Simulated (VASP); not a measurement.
Set up this calculation in VASP 6.6.1, as the native input.

```
Task                   : single point
Functional             : PBEsol
Potentials or basis    : VASP PAW PBE potentials, release 64 (Si, Hf_pv, O)
Cutoff                 : 520 eV
k mesh                 : 6 × 4 × 4
Occupations            : fermi-dirac, width 0.02 eV
Spin                   : no spin polarisation
Dipole correction      : no
Further INCAR settings : ALGO = Normal; EDIFF = 1e-07; NBANDS = 47
```

The structure of HfSi3O8 lies in POSCAR:

```
HfSi3O8
1.0
    3.5084805447      0.0000000000      0.0000000000
    0.0000000000      5.7625790669      0.0000000000
    0.0000000000      0.0000000000      5.8207605343
Si Hf O
3 1 8
Direct
    0.5000000000      0.2535305380      0.5621744345
    0.5000000000      0.7464694620      0.5621744345
    0.0000000000      0.5000000000     -0.0811330092
    0.0000000000      0.0000000000     -0.0332063434
    0.5000000000      0.0000000000      0.3990025059
    0.0000000000      0.2920794873      0.1126780293
    0.0000000000      0.2653721543      0.6602802991
    0.5000000000      0.0000000000      0.8005752392
    0.5000000000      0.5000000000      0.4130543221
    0.0000000000      0.7079205127      0.1126780293
    0.0000000000      0.7346278457      0.6602802991
    0.5000000000      0.5000000000      0.8314417596
```

These files were run (other wordings do the same):

INCAR

```
PREC = Accurate
ENCUT = 520
EDIFF = 1E-7
ISMEAR = -1
SIGMA = 0.02
LREAL = F
LASPH = T
NELM = 80
ALGO = Normal
ISIF = 2
LWAVE = F
LCHARG = F
GGA = PS
NBANDS = 47
```

KPOINTS

```
regular mesh
0
Gamma
  6 4 4
```

Potentials or basis: VASP PAW PBE potentials, release 64 (Si, Hf_pv, O).

Run with:

```console
$ cat potpaw_PBE.64/Si/POTCAR potpaw_PBE.64/Hf_pv/POTCAR potpaw_PBE.64/O/POTCAR > POTCAR
$ mpirun -np 1 vasp_std > vasp.out
```

It gave:

```json
{
  "Pressure": "-0.1 GPa",
  "Largest force": "0.189 eV/Å",
  "Band gap on the k mesh": "3.81 eV (least direct gap 3.88 eV)"
}
```

Caveat: the PAW data sets were made with another functional, which shifts forces and pressure a little; spin-orbit coupling is left out, which moves the levels of the heavy elements.

Run time: 95 s on 1 thread of Intel(R) Xeon(R) 6975P-C (Granite Rapids) (shared host), peak memory 0.33 GiB.
